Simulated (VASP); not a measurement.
# AlN (F-43m) in VASP: settings compared

The runs below take AlN through relaxation of cell and atoms, with PBEsol, PBE+D4.

Everything below comes from runs of VASP 6.6.1. Logs are shortened: lines on timing, memory, paths and dates and some standing lists are left out, and cuts for length are marked.

### Step 1. The cell of the first run

Symmetry: F-43m, No. 216, cubic system. The conventional cell has a = 4.368 Å, b = 4.368 Å, c = 4.368 Å, α = 90.00°, β = 90.00°, γ = 90.00°. Al (site symmetry -43m) has 4 N at 1.89 Å within 2.5 Å. Within 2.5 Å of N (site symmetry -43m) lie 4 Al at 1.89 Å.

### Step 2. Relaxation of cell and atoms, PBEsol

INCAR reads:

```
SYSTEM = AlN
PREC     = Accurate       ! precision mode
ENCUT    = 600            ! plane-wave cutoff, eV
EDIFF    = 1E-6           ! SCF threshold, eV
ISMEAR   = -1             ! smearing method
SIGMA    = 0.05           ! smearing width, eV
LREAL    = .FALSE.        ! projectors in reciprocal space
LASPH    = .TRUE.         ! aspherical terms in the spheres
NELM     = 60             ! most SCF steps
ALGO     = Normal         ! electronic algorithm
ISIF     = 3              ! what is computed and relaxed
LWAVE    = .FALSE.        ! write WAVECAR
LCHARG   = .FALSE.        ! write CHGCAR
GGA      = PS             ! functional
IBRION   = 2              ! ionic algorithm
NSW      = 80             ! ionic steps
EDIFFG   = -0.005         ! ionic threshold
```

KPOINTS reads:

```
regular mesh
0
G
  10 10 10
  0 0 0
```

POSCAR reads:

```
AlN
1.0
    0.0000000000      2.1839935596      2.1839935596
    2.1839935596      0.0000000000      2.1839935596
    2.1839935596      2.1839935596      0.0000000000
Al N
1 1
Direct
    0.0000000000      0.0000000000      0.0000000000
    0.2500000000      0.2500000000      0.2500000000
```

Potentials or basis: VASP PAW PBE potentials, release 64 (Al, N).

Started as:

```bash
cat potpaw_PBE.64/Al/POTCAR potpaw_PBE.64/N/POTCAR > POTCAR
mpirun -np 1 vasp_std > vasp.out
```

OUTCAR:

```text
SYSTEM = AlN
   PREC = Accurate
   ENCUT = 600
   EDIFF = 1E-6
   ISMEAR = -1
   LREAL = .FALSE.
   LASPH = .TRUE.
   NELM = 60
   ISIF = 3
   GGA = PS
   IBRION = 2
   NSW = 80
   EDIFFG = -0.005

 ion  position               nearest neighbor table
   1  0.000  0.000  0.000-   2 1.89   2 1.89   2 1.89   2 1.89
   2  0.250  0.250  0.250-   1 1.89   1 1.89   1 1.89   1 1.89

  LATTYP: Found a face centered cubic cell.
 ALAT       =     4.3679871192

  Lattice vectors:

 A1 = (   0.0000000000,   2.1839935596,   2.1839935596)
 A2 = (   2.1839935596,   0.0000000000,   2.1839935596)
 A3 = (   2.1839935596,   2.1839935596,   0.0000000000)

Analysis of symmetry for initial positions (statically):
=====================================================================
 Subroutine PRICEL returns:
 Original cell was already a primitive cell.

 Routine SETGRP: Setting up the symmetry group for a
 face centered cubic supercell.

 Subroutine GETGRP returns: Found 24 space group operations
 (whereof 24 operations were pure point group operations)
 out of a pool of 48 trial point group operations.

The static configuration has the point symmetry T_d .

Analysis of symmetry for dynamics (positions and initial velocities):
=====================================================================
 Subroutine PRICEL returns:
 Original cell was already a primitive cell.

 Routine SETGRP: Setting up the symmetry group for a
 face centered cubic supercell.

 Subroutine GETGRP returns: Found 24 space group operations
 (whereof 24 operations were pure point group operations)
 out of a pool of 48 trial point group operations.

The dynamic configuration has the point symmetry T_d .

 Subroutine INISYM returns: Found 24 space group operations
 (whereof 24 operations are pure point group operations),
 and found     1 'primitive' translations

----------------------------------------------------------------------------------------

                                     Primitive cell

  volume of cell :      20.8345

  direct lattice vectors                    reciprocal lattice vectors
     0.000000000  2.183993560  2.183993560    -0.228938404  0.228938404  0.228938404
     2.183993560  0.000000000  2.183993560     0.228938404 -0.228938404  0.228938404
     2.183993560  2.183993560  0.000000000     0.228938404  0.228938404 -0.228938404

  length of vectors
     3.088633312  3.088633312  3.088633312     0.396532948  0.396532948  0.396532948

  position of ions in fractional coordinates (direct lattice)
     0.000000000  0.000000000  0.000000000
     0.250000000  0.250000000  0.250000000

  ion indices of the primitive-cell ions
   primitive index   ion index
                 1           1
                 2           2

----------------------------------------------------------------------------------------

 KPOINTS: regular mesh

Automatic generation of k-mesh.
 Grid dimensions read from file:
 generate k-points for:   10   10   10

 Generating k-lattice:

  Cartesian coordinates                     Fractional coordinates (reciprocal lattice)
    -0.022893840  0.022893840  0.022893840     0.100000000  0.000000000  0.000000000
     0.022893840 -0.022893840  0.022893840     0.000000000  0.100000000  0.000000000
     0.022893840  0.022893840 -0.022893840     0.000000000  0.000000000  0.100000000

  Length of vectors
     0.039653295  0.039653295  0.039653295

  Shift w.r.t. Gamma in fractional coordinates (k-lattice)
     0.000000000  0.000000000  0.000000000

 Subroutine IBZKPT returns following result:
 ===========================================

 Found     47 irreducible k-points:

 Following reciprocal coordinates:
            Coordinates               Weight
  0.000000  0.000000  0.000000      1.000000
  0.100000  0.000000  0.000000      8.000000
  0.200000  0.000000  0.000000      8.000000
  0.300000  0.000000  0.000000      8.000000
  0.400000  0.000000  0.000000      8.000000
  0.500000  0.000000  0.000000      4.000000
[... 16 lines left out ...]
  0.300000  0.300000  0.000000      6.000000
  0.400000  0.300000  0.000000     24.000000
 [... further k-points ...]
   k-points           NKPTS =     47   k-points in BZ     NKDIM =     47   number of bands    NBANDS=      8
   number of dos      NEDOS =    301   number of ions     NIONS =      2
   total plane-waves  NPLWV =  21952
   dimension x,y,z NGX =    28 NGY =   28 NGZ =   28
   dimension x,y,z NGXF=    56 NGYF=   56 NGZF=   56
   ions per type =               1   1
   NGX,Y,Z   is equivalent  to a cutoff of  15.07, 15.07, 15.07 a.u.
   NGXF,Y,Z  is equivalent  to a cutoff of  30.14, 30.14, 30.14 a.u.
 SYSTEM =  AlN
   PREC   = accura    normal or accurate (medium, high low for compatibility)
   ISTART =      0    job   : 0-new  1-cont  2-samecut
   ICHARG =      2    charge: 1-file 2-atom 10-const
   ISPIN  =      1    spin polarized calculation?
   LNONCOLLINEAR =      F non collinear calculations
   LSORBIT =      F    spin-orbit coupling
   LASPH  =      T    aspherical Exc in radial PAW
   ENCUT  =  600.0 eV  44.10 Ry    6.64 a.u.   6.17  6.17  6.17*2*pi/ulx,y,z
   NELM   =     60;   NELMIN=  2; NELMDL= -5     # of ELM steps
   EDIFF  = 0.1E-05   stopping-criterion for ELM
   LREAL  =      F    real-space projection
   EDIFFG = -.5E-02   stopping-criterion for IOM
   NSW    =     80    number of steps for IOM
   IBRION =      2    ionic relax: 0-MD 1-quasi-New 2-CG
   NFREE  =      1    steps in history (QN), initial steepest desc. (CG)
   ISIF   =      3    stress and relaxation
   ISYM   =      2    0-nonsym 1-usesym 2-fastsym
   POTIM  = 0.5000    time-step for ionic-motion
   TEBEG  =    0.0;   TEEND  =   0.0 temperature during run
   PSTRESS=    0.0 pullay stress
   NELECT =       8.0000    total number of electrons
   NUPDOWN=      -1.0000    fix difference up-down
   EMIN   =  10.00;   EMAX   =-10.00  energy-range for DOS
   EFERMI =   0.00;   METHOD = LEGACY
   ISMEAR =    -1;   SIGMA  =   0.05  broadening in eV -4-tet -1-fermi 0-gaus
   EFERMI_NEDOS =   21; number of points for ismear=-14 and -15
   IALGO  =     38    algorithm
   IMIX   =      4    mixing-type and parameters
     AMIX     =   0.40;   BMIX     =  1.00
     AMIX_MAG =   1.60;   BMIX_MAG =  1.00
  volume/ion in A,a.u.               =      10.42        70.30
  Fermi-wavevector in a.u.,A,eV,Ry     =   1.189899  2.248583 19.263943  1.415860
  Thomas-Fermi vector in A             =   2.325996
   LORBIT       =      0    0 simple, 1 ext, 2 COOP (PROOUT), +10 PAW based schemes
   GGA     = PS    functional components
   LHFCALC =     F    Hartree Fock is set to
   AEXX    =    0.0000 exact exchange contribution
   IVDW    =     0    specifies the selected vdW correction
   LEPSILON=     F    determine dielectric tensor
   LRPA    =     F    only Hartree local field effects (RPA)
 conjugate gradient relaxation of ions
 non-spin polarized calculation
  energy-cutoff  :      600.00
  volume of cell :       20.83
 maximum number of plane-waves:       725
 NGX is ok and might be reduce to    28
   NGX = 13   NGY = 13   NGZ = 13

--------------------------------------- Ionic step        1  -------------------------------------------

 number of electron       7.9999999 magnetization

 Free energy of the ion-electron system (eV)
  ---------------------------------------------------
  ext. energy  EPLUGINS =         0.00000000
  ---------------------------------------------------
  free energy    TOTEN  =       -15.61236634 eV

  energy without entropy =      -15.61236634  energy(sigma->0) =      -15.61236634

------------------------ aborting loop because EDIFF is reached ----------------------------------------

  FORCE on cell =-STRESS in cart. coord.  units (eV):
  Direction    XX          YY          ZZ          XY          YZ          ZX
  --------------------------------------------------------------------------------------
  -------------------------------------------------------------------------------------
  Total        0.1568626      0.1568626      0.1568626      0.0000000      0.0000000     -0.0000000
  in kB       12.0627402     12.0627402     12.0627402      0.0000000      0.0000000     -0.0000000
  external PRESSURE =      12.0627402 kB  Pullay stress =       0.0000000 kB
[... 57 lines left out ...]
  energy  without entropy=      -15.6124403559  energy(sigma->0) =      -15.61244036

--------------------------------------- Ionic step        3  -------------------------------------------

 number of electron       7.9999999 magnetization

 Free energy of the ion-electron system (eV)
  ---------------------------------------------------
  ext. energy  EPLUGINS =         0.00000000
  ---------------------------------------------------
  free energy    TOTEN  =       -15.61282757 eV

  energy without entropy =      -15.61282757  energy(sigma->0) =      -15.61282757

 E-fermi :   6.9191     XC(G=0): -11.1035

 val. band max:        5.8221172531   @ k =   0.0000   0.0000   0.0000
 cond. band min:       9.0067324825   @ k =   0.5000   0.5000   0.0000
 fundamental gap:      3.1846152293
 Fermi energy:         6.9190983657

 k-point     1 :       0.0000    0.0000    0.0000
  band No.  band energies     occupation
      1      -9.1023      2.00000
      2       5.8221      2.00000
      3       5.8221      2.00000
      4       5.8221      2.00000
      5       9.9033      0.00000
      6      18.2335      0.00000
      7      18.2335      0.00000
      8      18.2335      0.00000
[... 243 lines left out ...]
 k-point    24 :       0.4000    0.3000    0.0000
  band No.  band energies     occupation
      1      -7.0807      2.00000
      2       1.6531      2.00000
      3       4.1087      2.00000
      4       4.4115      2.00000
      5      10.6089      0.00000
      6      15.1915      0.00000
      7      17.9256      0.00000
      8      20.2454      0.00000

 [... further k-points ...]

------------------------ aborting loop because EDIFF is reached ----------------------------------------

  FORCE on cell =-STRESS in cart. coord.  units (eV):
  Direction    XX          YY          ZZ          XY          YZ          ZX
  --------------------------------------------------------------------------------------
  -------------------------------------------------------------------------------------
  Total        0.0004335      0.0004335      0.0004335      0.0000000      0.0000000      0.0000000
  in kB        0.0331397      0.0331397      0.0331397      0.0000000      0.0000000      0.0000000
  external PRESSURE =       0.0331397 kB  Pullay stress =       0.0000000 kB
[... 17 lines left out ...]
  FREE ENERGIE OF THE ION-ELECTRON SYSTEM (eV)
  ---------------------------------------------------
  free  energy   TOTEN  =       -15.6128275749 eV

  energy  without entropy=      -15.6128275748  energy(sigma->0) =      -15.61282757

 reached required accuracy - stopping structural energy minimisation
```

Run time: 18 s. Hardware: 1 thread of Intel Xeon Platinum 8375C at 2.90GHz (Ice Lake), shared host; peak memory 0.15 GiB.

What came out:

- Free energy: -15.6128 eV
- Relaxed volume: 10.48 Å³/atom
- Relaxed cell: a = 3.095 Å, b = 3.095 Å, c = 3.095 Å, α = 60.00°, β = 60.00°, γ = 60.00°
- Space group after relaxing (to 0.05 Å): F-43m (No. 216)
- Energy gained by relaxing: 0.2 meV/atom
- Ionic steps: 3
- Pressure after relaxing: 0.0 GPa
- Band gap on the k mesh: 3.18 eV, indirect (least direct gap 4.08 eV)

The path:
```csv
step,energy change (eV),largest force (eV/Å),pressure (GPa),volume (Å³)
1,0.0000,0.0000,1.21,20.83
2,-0.0001,0.0000,-1.08,21.07
3,-0.0005,0.0000,0.00,20.96
```

Final structure:
```
CELL_PARAMETERS angstrom
0.00000 2.18830 2.18830
2.18830 0.00000 2.18830
2.18830 2.18830 0.00000
ATOMIC_POSITIONS crystal
Al 0.00000 0.00000 0.00000
N 0.25000 0.25000 0.25000
```

Levels at points of the mesh, in eV from the valence-band top:
```
           k point  band 1  band 2  band 3  band 4  band 5  band 6  band 7  band 8
(0.00, 0.00, 0.00)  -14.92    0.00    0.00    0.00    4.08   12.41   12.41   12.41
(0.50, 0.00, 0.00)  -12.86   -5.89   -0.48   -0.48    7.23    9.73   11.00   11.00
(0.50, 0.50, 0.00)  -12.22   -4.93   -1.78   -1.78    3.18    8.45   13.79   15.55
```

Caveat: the PAW data sets were made with another functional, which shifts forces and pressure a little.

### Step 3. Relaxation of cell and atoms, PBE+D4

INCAR reads:

```
SYSTEM = AlN
PREC = Accurate
ENCUT = 600
EDIFF = 1E-6
ISMEAR = -1
SIGMA = 0.05
LREAL = .FALSE.
LASPH = .TRUE.
NELM = 60
ALGO = Normal
ISIF = 3
LWAVE = .FALSE.
LCHARG = .FALSE.
GGA = PE
IVDW = 13
IBRION = 2
NSW = 80
EDIFFG = -0.01
```

KPOINTS is that of step 2.

POSCAR is that of step 2.

Potentials or basis: VASP PAW PBE potentials, release 64 (Al, N).

Started as:

```bash
cat potpaw_PBE.64/Al/POTCAR potpaw_PBE.64/N/POTCAR > POTCAR
mpirun -np 1 vasp_std > vasp.out
```

Wall time 19 s (1 thread of Intel Xeon Platinum 8375C at 2.90GHz (Ice Lake), shared host); peak memory 0.15 GiB.

Results (log left out):

```yaml
Free_energy: -15.4576 eV
Relaxed_volume: 10.41 Å³/atom
Relaxed_cell: a = 3.088 Å, b = 3.088 Å, c = 3.088 Å, α = 60.00°, β = 60.00°, γ = 60.00°
Space_group_after_relaxing_to_0.05_Å: F-43m (No. 216)
Energy_gained_by_relaxing: 0.0 meV/atom
Ionic_steps: 3
Pressure_after_relaxing: -0.1 GPa
Band_gap_on_the_k_mesh: 3.32 eV, indirect (least direct gap 4.20 eV)
Dispersion_energy_per_atom: -0.308 eV
```

Final structure:
```
Al N
1.0
     0.00000    2.18344    2.18344
     2.18344    0.00000    2.18344
     2.18344    2.18344    0.00000
Al N
1 1
Direct
  0.00000 0.00000 0.00000
  0.25000 0.25000 0.25000
```

Levels at points of the mesh, in eV from the valence-band top:
| k point | band 1 | band 2 | band 3 | band 4 | band 5 | band 6 | band 7 | band 8 |
| --- | --- | --- | --- | --- | --- | --- | --- | --- |
| (0.00, 0.00, 0.00) | -14.99 | 0.00 | 0.00 | 0.00 | 4.20 | 12.57 | 12.57 | 12.57 |
| (0.50, 0.00, 0.00) | -12.94 | -5.86 | -0.48 | -0.48 | 7.39 | 9.87 | 11.15 | 11.15 |
| (0.50, 0.50, 0.00) | -12.30 | -4.90 | -1.77 | -1.77 | 3.32 | 8.62 | 13.97 | 15.74 |

A k mesh can miss the band edges. As with any semilocal functional, this PBE gap is likely too small.
